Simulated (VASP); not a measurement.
# Bi (Im-3m) in VASP: a series of runs

The runs below take Bi through single point, with RPBE, revPBE, BLYP.

All numbers are computed with VASP 6.6.1; they aren't measurements. Logs are shortened: lines on timing, memory, paths and dates and some standing lists are left out, and cuts for length are marked.

## Step 1: The cell of the first run

The structure is cubic, space group Im-3m (No. 229). The conventional cell has a = 3.963 Å, b = 3.963 Å, c = 3.963 Å, α = 90.00°, β = 90.00°, γ = 90.00°. Bi (site symmetry m-3m) has 14 Bi at 3.43 to 3.96 Å within 4.5 Å.

## Step 2: Single point, RPBE

Input file INCAR:

```
PREC = Accurate ; ENCUT = 520
EDIFF = 1E-7 ; ISMEAR = -1
SIGMA = 0.05 ; LREAL = False
LASPH = True ; NELM = 60
ALGO = Fast ; ISIF = 2
LWAVE = False ; LCHARG = True
GGA = RP ; LELF = True
LVHAR = True ; NBANDS = 14
```

Input file KPOINTS:

```
regular mesh
0
Gamma
  9 9 9
```

Input file POSCAR:

```
Bi
1.0
   -1.9814305318      1.9814305318      1.9814305318
    1.9814305318     -1.9814305318      1.9814305318
    1.9814305318      1.9814305318     -1.9814305318
Bi
1
Direct
    0.0000000000      0.0000000000      0.0000000000
```

Potentials or basis: VASP PAW PBE potentials, release 64 (Bi_d).

Launch:

```sh
$ cat potpaw_PBE.64/Bi_d/POTCAR > POTCAR
$ mpirun -np 1 vasp_std > vasp.out
```

OUTCAR:

```text
PREC = Accurate
   ENCUT = 520
   EDIFF = 1E-7
   ISMEAR = -1
   LREAL = False
   LASPH = True
   NELM = 60
   ISIF = 2
   GGA = RP

 ion  position               nearest neighbor table
   1  0.000  0.000  0.000-

  LATTYP: Found a body centered cubic cell.
 ALAT       =     3.9628610636

  Lattice vectors:

 A1 = (  -1.9814305318,   1.9814305318,   1.9814305318)
 A2 = (   1.9814305318,  -1.9814305318,   1.9814305318)
 A3 = (   1.9814305318,   1.9814305318,  -1.9814305318)

Analysis of symmetry for initial positions (statically):
=====================================================================
 Subroutine PRICEL returns:
 Original cell was already a primitive cell.

 Routine SETGRP: Setting up the symmetry group for a
 body centered cubic supercell.

 Subroutine GETGRP returns: Found 48 space group operations
[... 9 lines left out ...]

 Routine SETGRP: Setting up the symmetry group for a
 body centered cubic supercell.

 Subroutine GETGRP returns: Found 48 space group operations
[... 11 lines left out ...]
                                     Primitive cell

  volume of cell :      31.1169

  direct lattice vectors                    reciprocal lattice vectors
    -1.981430532  1.981430532  1.981430532     0.000000000  0.252342937  0.252342937
     1.981430532 -1.981430532  1.981430532     0.252342937  0.000000000  0.252342937
     1.981430532  1.981430532 -1.981430532     0.252342937  0.252342937  0.000000000

  length of vectors
     3.431938353  3.431938353  3.431938353     0.356866804  0.356866804  0.356866804

  position of ions in fractional coordinates (direct lattice)
     0.000000000  0.000000000  0.000000000

  ion indices of the primitive-cell ions
   primitive index   ion index
                 1           1

----------------------------------------------------------------------------------------

 KPOINTS: regular mesh

Automatic generation of k-mesh.
 Grid dimensions read from file:
 generate k-points for:    9    9    9

 Generating k-lattice:

  Cartesian coordinates                     Fractional coordinates (reciprocal lattice)
     0.000000000  0.028038104  0.028038104     0.111111111  0.000000000  0.000000000
     0.028038104  0.000000000  0.028038104     0.000000000  0.111111111  0.000000000
     0.028038104  0.028038104  0.000000000     0.000000000  0.000000000  0.111111111
[... 47 lines left out ...]
 SYSTEM =  unknown system
   PREC   = accura    normal or accurate (medium, high low for compatibility)
   ISTART =      0    job   : 0-new  1-cont  2-samecut
   ICHARG =      2    charge: 1-file 2-atom 10-const
   ISPIN  =      1    spin polarized calculation?
   LNONCOLLINEAR =      F non collinear calculations
   LSORBIT =      F    spin-orbit coupling
   LASPH  =      T    aspherical Exc in radial PAW
   ENCUT  =  520.0 eV  38.22 Ry    6.18 a.u.   6.38  6.38  6.38*2*pi/ulx,y,z
   NELM   =     60;   NELMIN=  2; NELMDL= -5     # of ELM steps
   EDIFF  = 0.1E-06   stopping-criterion for ELM
   LREAL  =      F    real-space projection
   EDIFFG = 0.1E-05   stopping-criterion for IOM
   NSW    =      0    number of steps for IOM
   IBRION =     -1    ionic relax: 0-MD 1-quasi-New 2-CG
[... 8 lines left out ...]
   EMIN   =  10.00;   EMAX   =-10.00  energy-range for DOS
   EFERMI =   0.00;   METHOD = LEGACY
   ISMEAR =    -1;   SIGMA  =   0.05  broadening in eV -4-tet -1-fermi 0-gaus
   EFERMI_NEDOS =   21; number of points for ismear=-14 and -15
   IALGO  =     68    algorithm
   IMIX   =      4    mixing-type and parameters
     AMIX     =   0.40;   BMIX     =  1.00
     AMIX_MAG =   1.60;   BMIX_MAG =  1.00
  volume/ion in A,a.u.               =      31.12       209.99
  Fermi-wavevector in a.u.,A,eV,Ry     =   1.283630  2.425708 22.418388  1.647705
  Thomas-Fermi vector in A             =   2.415871
   LORBIT       =      0    0 simple, 1 ext, 2 COOP (PROOUT), +10 PAW based schemes
   GGA     = RP    functional components
   LHFCALC =     F    Hartree Fock is set to
   AEXX    =    0.0000 exact exchange contribution
   IVDW    =     0    specifies the selected vdW correction
   LEPSILON=     F    determine dielectric tensor
   LRPA    =     F    only Hartree local field effects (RPA)
 non-spin polarized calculation
 RMM-DIIS sequential band-by-band and
  energy-cutoff  :      520.00
  volume of cell :       31.12
 maximum number of plane-waves:       887
 NGX is ok and might be reduce to    28
   NGX = 13   NGY = 13   NGZ = 13

 number of electron      14.9999994 magnetization

 Free energy of the ion-electron system (eV)
  ---------------------------------------------------
  ext. energy  EPLUGINS =         0.00000000
  ---------------------------------------------------
  free energy    TOTEN  =        -3.36989537 eV

  energy without entropy =       -3.36576220  energy(sigma->0) =       -3.36782878

 E-fermi :   8.0604     XC(G=0): -10.2119

 val. band max:        8.0596430093   @ k =  -0.2222   0.2222   0.1111
 cond. band min:       8.2697747383   @ k =   0.3333   0.2222   0.1111
 fundamental gap:      0.2101317290
 Fermi energy:         8.0604140928

 k-point     1 :       0.0000    0.0000    0.0000
  band No.  band energies     occupation
      1     -15.0701      2.00000
      2     -15.0701      2.00000
      3     -15.0701      2.00000
      4     -14.9438      2.00000
      5     -14.9438      2.00000
      6      -5.4793      2.00000
      7      13.1779      0.00000
      8      13.1779      0.00000
      9      13.1779      0.00000
     10      17.1438      0.00000
     11      18.4771      0.00000
     12      18.4771      0.00000
     13      18.4771      0.00000
     14      19.6901      0.00000
[... 377 lines left out ...]
      1     -15.0595      2.00000
      2     -15.0265      2.00000
      3     -14.9841      2.00000
      4     -14.9471      2.00000
      5     -14.8730      2.00000
      6      -2.0006      2.00000
      7       3.6599      2.00000
      8       7.1879      2.00000
      9      10.6826      0.00000
     10      15.4068      0.00000
     11      16.8623      0.00000
     12      17.9247      0.00000
     13      19.3967      0.00000
     14      25.7116      0.00000

 [... further k-points ...]
[... 5 lines left out ...]
  --------------------------------------------------------------------------------------
  -------------------------------------------------------------------------------------
  Total        0.4365835      0.4365835      0.4365835      0.0000000      0.0000000      0.0000000
  in kB       22.4792271     22.4792271     22.4792271      0.0000000      0.0000000      0.0000000
  external PRESSURE =      22.4792271 kB  Pullay stress =       0.0000000 kB

 VOLUME and BASIS-vectors are now :
 -----------------------------------------------------------------------------
  energy-cutoff  :      520.00
  volume of cell :       31.12
      direct lattice vectors                 reciprocal lattice vectors
    -1.981430532  1.981430532  1.981430532     0.000000000  0.252342937  0.252342937
     1.981430532 -1.981430532  1.981430532     0.252342937  0.000000000  0.252342937
     1.981430532  1.981430532 -1.981430532     0.252342937  0.252342937  0.000000000

 POSITION                                       TOTAL-FORCE (eV/Angst)
 -----------------------------------------------------------------------------------
      0.00000      0.00000      0.00000        -0.000000      0.000000      0.000000
 -----------------------------------------------------------------------------------
    total drift:                                0.000000     -0.000000      0.000000

  FREE ENERGIE OF THE ION-ELECTRON SYSTEM (eV)
  ---------------------------------------------------
  free  energy   TOTEN  =        -3.3698953680 eV

  energy  without entropy=       -3.3657622012  energy(sigma->0) =       -3.36782878
```

OSZICAR:

```text
N       E                     dE             d eps       ncg     rms          rms(c)
DAV:   1     0.114508866286E+03    0.11451E+03   -0.76349E+03   998   0.122E+03
DAV:   2     0.321282924070E+01   -0.11130E+03   -0.10739E+03  1070   0.338E+02
DAV:   3    -0.321136172419E+01   -0.64242E+01   -0.64034E+01  1258   0.787E+01
DAV:   4    -0.336228095496E+01   -0.15092E+00   -0.15089E+00  1238   0.129E+01
DAV:   5    -0.336894563612E+01   -0.66647E-02   -0.66644E-02  1354   0.250E+00    0.459E-01
RMM:   6    -0.336852571052E+01    0.41993E-03   -0.54912E-03  1170   0.852E-01    0.291E-01
RMM:   7    -0.336964680820E+01   -0.11211E-02   -0.58992E-03  1129   0.795E-01    0.769E-02
RMM:   8    -0.336985311201E+01   -0.20630E-03   -0.14577E-03  1350   0.502E-01    0.163E-02
RMM:   9    -0.336988567093E+01   -0.32559E-04   -0.37542E-04  1490   0.194E-01    0.108E-02
RMM:  10    -0.336989110590E+01   -0.54350E-05   -0.84366E-05  1357   0.118E-01    0.310E-03
RMM:  11    -0.336989478431E+01   -0.36784E-05   -0.32350E-05  1606   0.533E-02    0.215E-03
RMM:  12    -0.336989529422E+01   -0.50991E-06   -0.45625E-06  1575   0.186E-02    0.215E-03
RMM:  13    -0.336989536800E+01   -0.73779E-07   -0.61980E-07  1014   0.650E-03
   1 F= -.33698954E+01 E0= -.33678288E+01  d E =-.413317E-02
```

It took 12 s on 1 thread of AMD EPYC 9R45 (Zen 5), shared host; peak memory 0.12 GiB.

What came out:

```
Free energy : -3.3699 eV
Pressure    : 2.2 GPa
```

Levels at points of the mesh, in eV from the Fermi level:
| k point | band 5 | band 6 | band 7 | band 8 | band 9 | band 10 |
| --- | --- | --- | --- | --- | --- | --- |
| (0.00, 0.00, 0.00) | -23.00 | -13.54 | 5.12 | 5.12 | 5.12 | 9.08 |

Caveat: the PAW data sets were made with another functional, which shifts forces and pressure a little; spin-orbit coupling is left out, which moves the levels of the heavy elements.

## Step 3: Single point, revPBE

Input file INCAR:

```
SYSTEM = Bi
  ALGO = Normal
  EDIFF = 1E-7
  ENCUT = 520
  GGA = RE
  ISIF = 2
  ISMEAR = -1
  LASPH = .TRUE.
  LCHARG = .FALSE.
  LREAL = .FALSE.
  LWAVE = .FALSE.
  NBANDS = 14
  NELM = 100
  PREC = Accurate
  SIGMA = 0.05
```

Input file KPOINTS:

```
k-points
0
G
  9 9 9
  0 0 0
```

POSCAR is that of step 2.

Potentials or basis: VASP PAW PBE potentials, release 64 (Bi_d).

Launch:

```sh
$ cat potpaw_PBE.64/Bi_d/POTCAR > POTCAR
$ mpirun -np 1 vasp_std > vasp.out
```

Run time: 10 s. Hardware: 1 thread of AMD EPYC 9R45 (Zen 5), shared host; peak memory 0.13 GiB.

Results (log left out):

| Property | Result |
| --- | --- |
| Free energy | -3.4330 eV |
| Pressure | 1.8 GPa |

Levels at points of the mesh, in eV from the Fermi level:
```
           k point  band 4  band 5  band 6  band 7  band 8  band 9  band 10  band 11
(0.00, 0.00, 0.00)  -22.98  -22.98  -13.54    5.11    5.11    5.11     9.09    10.43
```

Caveat: the PAW data sets were made with another functional, which shifts forces and pressure a little; spin-orbit coupling is left out, which moves the levels of the heavy elements.

## Step 4: Single point, BLYP

Input file INCAR:

```
PREC = Accurate
ENCUT = 520
EDIFF = 1E-6
ISMEAR = -1
SIGMA = 0.05
LREAL = False
LASPH = True
NELM = 80
ALGO = Normal
ISIF = 2
LWAVE = False
LCHARG = True
GGA = B5
ALDAX = 1.0
AGGAX = 1.0
AGGAC = 1.0
ALDAC = 0.0
LELF = True
LVHAR = True
NBANDS = 14
```

Input file KPOINTS:

```
Automatic mesh
0
Gamma
  9 9 9
```

POSCAR is that of step 3.

Launch:

```sh
$ cat potpaw_PBE.64/Bi_d/POTCAR > POTCAR
$ mpirun -np 1 vasp_std > vasp.out
```

Run time: 16 s. Hardware: 1 thread of AMD EPYC 9R45 (Zen 5), shared host; peak memory 0.12 GiB.

Results (log left out):

| Quantity | Value |
| --- | --- |
| Free energy | -2.9389 eV |
| Pressure | 5.1 GPa |

Levels at points of the mesh, in eV from the Fermi level:
| k point | band 5 | band 6 | band 7 | band 8 | band 9 | band 10 |
| --- | --- | --- | --- | --- | --- | --- |
| (0.00, 0.00, 0.00) | -22.86 | -13.57 | 4.91 | 4.91 | 4.91 | 9.53 |

Caveat: the PAW data sets were made with another functional, which shifts forces and pressure a little; spin-orbit coupling is left out, which moves the levels of the heavy elements.

## Step 5: Single point, BLYP

This run uses another cell than the first one, of 31.74 Å³/atom, 1.020 times its volume.

Input file INCAR:

```
SYSTEM = Bi
PREC = Accurate
ENCUT = 520
EDIFF = 1E-6
ISMEAR = -1
SIGMA = 0.05
LREAL = .FALSE.
LASPH = .TRUE.
NELM = 60
ALGO = Normal
ISIF = 2
LWAVE = .FALSE.
LCHARG = .FALSE.
GGA = B5
ALDAX = 1.0
AGGAX = 1.0
AGGAC = 1.0
ALDAC = 0.0
NBANDS = 14
```

Input file KPOINTS:

```
Automatic mesh
0
G
  9 9 9
  0 0 0
```

Input file POSCAR:

```
Bi
1.0
   -1.9945529707      1.9945529707      1.9945529707
    1.9945529707     -1.9945529707      1.9945529707
    1.9945529707      1.9945529707     -1.9945529707
Bi
1
Direct
    0.0000000000      0.0000000000      0.0000000000
```

Launch:

```sh
$ cat potpaw_PBE.64/Bi_d/POTCAR > POTCAR
$ mpirun -np 1 vasp_std > vasp.out
```

Run time: 15 s. Hardware: 1 thread of AMD EPYC 9R45 (Zen 5), shared host; peak memory 0.13 GiB.

Results (log left out):

| Property | Result |
| --- | --- |
| Free energy | -2.9567 eV |
| Pressure | 3.9 GPa |

Levels at points of the mesh, in eV from the Fermi level:
```csv
k point,band 3,band 4,band 5,band 6,band 7,band 8,band 9,band 10,band 11,band 12
"(0.00, 0.00, 0.00)",-22.95,-22.82,-22.82,-13.41,4.81,4.81,4.81,9.31,10.75,10.75
```

Caveat: the PAW data sets were made with another functional, which shifts forces and pressure a little; spin-orbit coupling is left out, which moves the levels of the heavy elements.

## Step 6: Overview

```tsv
level	cell	gap on the mesh (eV)	pressure (GPa)
RPBE	a = 3.432 Å, angles 109.5°, 1 atom	none	2.2
revPBE	a = 3.432 Å, angles 109.5°, 1 atom	none	1.8
BLYP	a = 3.432 Å, angles 109.5°, 1 atom	none	5.1
BLYP	a = 3.455 Å, angles 109.5°, 1 atom	none	3.9
```

Alike in all rows: task single point; potentials or basis VASP PAW PBE potentials, release 64 (Bi_d); no spin polarisation; k mesh 9 × 9 × 9; cutoff (eV) 520; smearing fermi-dirac 0.05 eV.

Every run on the cell as given and a fine mesh finds a metal. The pressure there spans 1.8 GPa (revPBE) to 5.1 GPa (BLYP); a positive pressure means that this level wants a larger cell, a negative one a smaller.

Caveats: the PAW data sets were made with another functional, which shifts forces and pressure a little; spin-orbit coupling is left out, which moves the levels of the heavy elements.

Absolute energies hang on the potentials; compare differences alone.
